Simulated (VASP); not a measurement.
# KMgH3 (Cmmm) in VASP: notebook, part 2 of 2

VASP 6.6.1. The steps go on from the part before.

## (3) Single point, LDA (strain +0.0875 x Voigt [0, 0, 0, 0, 0, 1])

Input file INCAR:

```
ALGO = Normal
EDIFF = 1E-7
ENCUT = 520
GGA = CA
ISIF = 2
ISMEAR = 0
LASPH = T
LCHARG = T
LELF = T
LREAL = F
LVHAR = T
LWAVE = F
NBANDS = 15
NELM = 80
PREC = Accurate
SIGMA = 0.05
```

Input file KPOINTS:

```
k-points
0
Gamma
  8 8 8
```

Input file POSCAR:

```
KMgH3
1.0
    4.0250000000      0.1760937500      0.0000000000
    0.1760937500      4.0250000000      0.0000000000
    0.0000000000      0.0000000000      4.0250000000
K Mg H
1 1 3
Direct
    0.0000000000      0.0000000000      0.0000000000
    0.5000000000      0.5000000000      0.5000000000
    0.0000000000      0.5000000000      0.5000000000
    0.5000000000      0.0000000000      0.5000000000
    0.5000000000      0.5000000000      0.0000000000
```

Potentials or basis: VASP PAW LDA potentials, release 64 (K_sv, Mg, H).

Launch:

```console
$ cat potpaw_LDA.64/K_sv/POTCAR potpaw_LDA.64/Mg/POTCAR potpaw_LDA.64/H/POTCAR > POTCAR
$ mpirun -np 1 vasp_std > vasp.out
```

OUTCAR:

```text
EDIFF = 1E-7
   ENCUT = 520
   GGA = CA
   ISIF = 2
   ISMEAR = 0
   LASPH = T
   LREAL = F
   NELM = 80
   PREC = Accurate

 ion  position               nearest neighbor table
   1  0.000  0.000  0.000-   2 3.38   2 3.38   2 3.38   2 3.38   2 3.59   2 3.59   2 3.59   2 3.59

   2  0.500  0.500  0.500-   5 2.01   5 2.01   3 2.01   4 2.01   4 2.01   3 2.01   1 3.38   1 3.38
                             1 3.38   1 3.38   1 3.59   1 3.59   1 3.59   1 3.59
   3  0.000  0.500  0.500-   2 2.01   2 2.01
   4  0.500  0.000  0.500-   2 2.01   2 2.01
   5  0.500  0.500  0.000-   2 2.01   2 2.01

  LATTYP: Found a base centered orthorhombic cell.
 ALAT       =     5.4431754191
 B/A-ratio  =     1.0915032680
 C/A-ratio  =     0.7394580718

  Lattice vectors:

 A1 = (  -0.1760937500,  -4.0250000000,   0.0000000000)
 A2 = (   4.0250000000,   0.1760937500,   0.0000000000)
 A3 = (   0.0000000000,   0.0000000000,   4.0250000000)

Analysis of symmetry for initial positions (statically):
=====================================================================
 Subroutine PRICEL returns:
 Original cell was already a primitive cell.

 Routine SETGRP: Setting up the symmetry group for a
 base centered orthorhombic supercell.

 Subroutine GETGRP returns: Found  8 space group operations
 (whereof  8 operations were pure point group operations)
 out of a pool of  8 trial point group operations.

The static configuration has the point symmetry D_2h.

Analysis of symmetry for dynamics (positions and initial velocities):
=====================================================================
 Subroutine PRICEL returns:
 Original cell was already a primitive cell.

 Routine SETGRP: Setting up the symmetry group for a
 base centered orthorhombic supercell.

 Subroutine GETGRP returns: Found  8 space group operations
 (whereof  8 operations were pure point group operations)
 out of a pool of  8 trial point group operations.

[... 133 lines left out ...]
   AEXX    =    0.0000 exact exchange contribution
   IVDW    =     0    specifies the selected vdW correction
   LEPSILON=     F    determine dielectric tensor
   LRPA    =     F    only Hartree local field effects (RPA)
 non-spin polarized calculation
 Gauss-broadening in eV      SIGMA  =   0.05
  energy-cutoff  :      520.00
  volume of cell :       65.08
 maximum number of plane-waves:      1773
 NGX is ok and might be reduce to    30
   NGX = 15   NGY = 15   NGZ = 15

 number of electron      13.9999996 magnetization

 Free energy of the ion-electron system (eV)
  ---------------------------------------------------
  ext. energy  EPLUGINS =         0.00000000
  ---------------------------------------------------
  free energy    TOTEN  =       -15.03330813 eV

  energy without entropy =      -15.03330813  energy(sigma->0) =      -15.03330813

 E-fermi :   0.0213     XC(G=0):  -8.8165

 val. band max:       -0.2306980562   @ k =   0.0000   0.0000   0.5000
 cond. band min:       1.7473245730   @ k =   0.5000   0.5000   0.5000
 fundamental gap:      1.9780226293
 Fermi energy:         0.0213483068

 k-point     1 :       0.0000    0.0000    0.0000
  band No.  band energies     occupation
      1     -29.0033      2.00000
      2     -12.7241      2.00000
      3     -12.7066      2.00000
      4     -12.6806      2.00000
      5      -5.9131      2.00000
      6      -0.8033      2.00000
      7      -0.7259      2.00000
      8       5.2092      0.00000
      9       5.2225      0.00000
     10       5.2626      0.00000
     11       7.2393      0.00000
     12       7.5921      0.00000
     13       8.2411      0.00000
     14       8.6022      0.00000
[... 401 lines left out ...]
      2     -12.8347      2.00000
      3     -12.7315      2.00000
      4     -12.6865      2.00000
      5      -5.1928      2.00000
      6      -1.6506      2.00000
      7      -0.7732      2.00000
      8       4.5201      0.00000
      9       5.0313      0.00000
     10       6.0181      0.00000
     11       6.6491      0.00000
     12       7.5363      0.00000
     13       7.8974      0.00000
     14       8.8642      0.00000
     15       9.4932      0.00000

 [... further k-points ...]
[... 5 lines left out ...]
  --------------------------------------------------------------------------------------
  -------------------------------------------------------------------------------------
  Total       -1.2131396     -1.2131396     -1.2781873     -1.3032458      0.0000000      0.0000000
  in kB      -29.8645348    -29.8645348    -31.4658524    -32.0827295      0.0000000      0.0000000
  external PRESSURE =     -30.3983073 kB  Pullay stress =       0.0000000 kB

 VOLUME and BASIS-vectors are now :
 -----------------------------------------------------------------------------
  energy-cutoff  :      520.00
  volume of cell :       65.08
      direct lattice vectors                 reciprocal lattice vectors
     4.025000000  0.176093750  0.000000000     0.248923660 -0.010890410  0.000000000
     0.176093750  4.025000000  0.000000000    -0.010890410  0.248923660  0.000000000
     0.000000000  0.000000000  4.025000000     0.000000000  0.000000000  0.248447205

 POSITION                                       TOTAL-FORCE (eV/Angst)
 -----------------------------------------------------------------------------------
      0.00000      0.00000      0.00000        -0.000000     -0.000000      0.000000
      2.10055      2.10055      2.01250         0.000000      0.000000      0.000000
      0.08805      2.01250      2.01250        -0.000000     -0.000000      0.000000
      2.01250      0.08805      2.01250        -0.000000     -0.000000      0.000000
      2.10055      2.10055      0.00000        -0.000000     -0.000000      0.000000
 -----------------------------------------------------------------------------------
    total drift:                                0.000000      0.000000     -0.000000

  FREE ENERGIE OF THE ION-ELECTRON SYSTEM (eV)
  ---------------------------------------------------
  free  energy   TOTEN  =       -15.0333081344 eV

  energy  without entropy=      -15.0333081344  energy(sigma->0) =      -15.03330813
```

stdout:

```text
POSCAR found type information on POSCAR K MgH
 POSCAR found :  3 types and       5 ions
 scaLAPACK will be used
 LDA part: xc-table for (Slater(with rela. corr.)+CA(PZ))
 , standard interpolation
 POSCAR, INCAR and KPOINTS ok, starting setup
 FFT: planning ... GRIDC
 FFT: planning ... GRID_SOFT
 FFT: planning ... GRID
 WAVECAR not read
 entering main loop
```

Wall time 98 s (1 thread of AMD EPYC 7R43 (Zen 3), shared host); peak memory 0.19 GiB.

Results:

```
Free energy            : -15.0333 eV
Pressure               : -3.0 GPa
Band gap on the k mesh : 1.98 eV (least direct gap 3.89 eV)
```

Caveat: the cell differs from its parent crystal (strain +0.0875 x Voigt [0, 0, 0, 0, 0, 1]); the cell stands under tension.

## (4) Single point, LDA (strain +0.0375 x Voigt [0, 0, 0, 0, 0, 1])

Changes to INCAR since step 3:

```diff
@@ -1,3 +1,3 @@
 ALGO = Normal
-EDIFF = 1E-7
+EDIFF = 1E-6
 ENCUT = 520
```

KPOINTS is that of step 3.

Changes to POSCAR since step 3:

```diff
@@ -2,4 +2,4 @@
 1.0
-    4.0250000000      0.1760937500      0.0000000000
-    0.1760937500      4.0250000000      0.0000000000
+    4.0250000000      0.0754687500      0.0000000000
+    0.0754687500      4.0250000000      0.0000000000
     0.0000000000      0.0000000000      4.0250000000
```

Potentials or basis: VASP PAW LDA potentials, release 64 (K_sv, Mg, H).

Launch:

```console
$ cat potpaw_LDA.64/K_sv/POTCAR potpaw_LDA.64/Mg/POTCAR potpaw_LDA.64/H/POTCAR > POTCAR
$ mpirun -np 1 vasp_std > vasp.out
```

OUTCAR:

```text
EDIFF = 1E-6
   ENCUT = 520
   GGA = CA
   ISIF = 2
   ISMEAR = 0
   LASPH = T
   LREAL = F
   NELM = 80
   PREC = Accurate

 ion  position               nearest neighbor table
   1  0.000  0.000  0.000-   2 3.44   2 3.44   2 3.44   2 3.44   2 3.53   2 3.53   2 3.53   2 3.53

   2  0.500  0.500  0.500-   5 2.01   5 2.01   3 2.01   4 2.01   4 2.01   3 2.01   1 3.44   1 3.44
                             1 3.44   1 3.44   1 3.53   1 3.53   1 3.53   1 3.53
   3  0.000  0.500  0.500-   2 2.01   2 2.01
[... 640 lines left out ...]
  --------------------------------------------------------------------------------------
  -------------------------------------------------------------------------------------
  Total       -1.2869483     -1.2869483     -1.2987839     -0.5536072      0.0000000      0.0000000
  in kB      -31.6320069    -31.6320069    -31.9229139    -13.6071552      0.0000000      0.0000000
  external PRESSURE =     -31.7289759 kB  Pullay stress =       0.0000000 kB

 VOLUME and BASIS-vectors are now :
 -----------------------------------------------------------------------------
  energy-cutoff  :      520.00
  volume of cell :       65.18
      direct lattice vectors                 reciprocal lattice vectors
     4.025000000  0.075468750  0.000000000     0.248534580 -0.004660023  0.000000000
     0.075468750  4.025000000  0.000000000    -0.004660023  0.248534580  0.000000000
     0.000000000  0.000000000  4.025000000     0.000000000  0.000000000  0.248447205

 POSITION                                       TOTAL-FORCE (eV/Angst)
 -----------------------------------------------------------------------------------
      0.00000      0.00000      0.00000         0.000000      0.000000      0.000000
      2.05023      2.05023      2.01250         0.000000      0.000000      0.000000
      0.03773      2.01250      2.01250        -0.000000      0.000000      0.000000
      2.01250      0.03773      2.01250        -0.000000      0.000000      0.000000
      2.05023      2.05023      0.00000        -0.000000      0.000000      0.000000
 -----------------------------------------------------------------------------------
    total drift:                                0.000000      0.000000     -0.000000

  FREE ENERGIE OF THE ION-ELECTRON SYSTEM (eV)
  ---------------------------------------------------
  free  energy   TOTEN  =       -15.0777892031 eV

  energy  without entropy=      -15.0777892031  energy(sigma->0) =      -15.07778920
```

stdout:

```text
POSCAR found type information on POSCAR K MgH
 POSCAR found :  3 types and       5 ions
 scaLAPACK will be used
 LDA part: xc-table for (Slater(with rela. corr.)+CA(PZ))
 , standard interpolation
 POSCAR, INCAR and KPOINTS ok, starting setup
 FFT: planning ... GRIDC
 FFT: planning ... GRID_SOFT
 FFT: planning ... GRID
 WAVECAR not read
 entering main loop
```

Run time: 89 s. Hardware: 1 thread of AMD EPYC 7R43 (Zen 3), shared host; peak memory 0.19 GiB.

What came out:

| Property | Result |
| --- | --- |
| Free energy | -15.0778 eV |
| Pressure | -3.2 GPa |
| Band gap on the k mesh | 2.04 eV (least direct gap 4.09 eV) |

Stress tensor (GPa, compression positive):
```
-3.16 -1.36  0.00
-1.36 -3.16  0.00
 0.00  0.00 -3.19
```

Caveat: the cell differs from its parent crystal (strain +0.0375 x Voigt [0, 0, 0, 0, 0, 1]); the cell stands under tension.

## (5) Overview

```csv
cell,gap on the mesh (eV),pressure (GPa)
"a = 4.030, b = 4.030, c = 4.025 Å, angles 90.0, 90.0, 95.7°, 5 atoms",1.95,-3.0
"a = 4.029, b = 4.029, c = 4.025 Å, angles 90.0, 90.0, 85.0°, 5 atoms",1.98,-3.0
"a = 4.026, b = 4.026, c = 4.025 Å, angles 90.0, 90.0, 87.9°, 5 atoms",2.04,-3.2
```

Alike in all rows: task single point; level LDA; potentials or basis VASP PAW LDA potentials, release 64 (K_sv, Mg, H); no spin polarisation; k mesh 8 × 8 × 8; cutoff (eV) 520; smearing gaussian 0.05 eV.

Caveats: the cell stands under tension (at least some runs).

Total energies depend on the potentials used, so only differences within one code and one set of settings carry meaning.
